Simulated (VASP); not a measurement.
B, 4 atoms in the cell. It takes space group Cmce (No. 64, orthorhombic). Conventional cell: a = 4.037 Å, b = 2.668 Å, c = 5.442 Å, α = 90.00°, β = 90.00°, γ = 90.00°. B (site symmetry m) has 3 B at 1.50 to 1.97 Å within 2.0 Å. 

```yaml
Program: VASP 6.6.1
Task: relaxation of cell and atoms
Functional: r2SCAN
Potentials_or_basis: VASP PAW PBE potentials, release 64 (B)
Cutoff: 600 eV
k_mesh: 8 × 8 × 4
Occupations: gaussian, width 0.1 eV
Spin: no spin polarisation
Dipole_correction: no
Further_INCAR_settings: ALGO = Normal; EDIFF = 1e-06; IBRION = 2; EDIFFG = -0.04; NSW = 90; ISIF = 3
```

Potentials or basis: VASP PAW PBE potentials, release 64 (B).

Launch:

```bash
$ cat potpaw_PBE.64/B/POTCAR > POTCAR
$ cp INCAR.step1 INCAR
$ mpirun -np 1 vasp_std > vasp.out
$ cp INCAR.step2 INCAR
$ mpirun -np 1 vasp_std > vasp.out
```

Hardware: 1 thread of Intel(R) Xeon(R) Platinum 8488C (Sapphire Rapids), on a shared host.

Question: Estimate the wall time of this run.

Answer: It took 15 min on 1 thread of Intel(R) Xeon(R) Platinum 8488C (Sapphire Rapids), with other jobs on the host, peak memory 0.16 GiB. Counts: k points 63, ion steps 28.
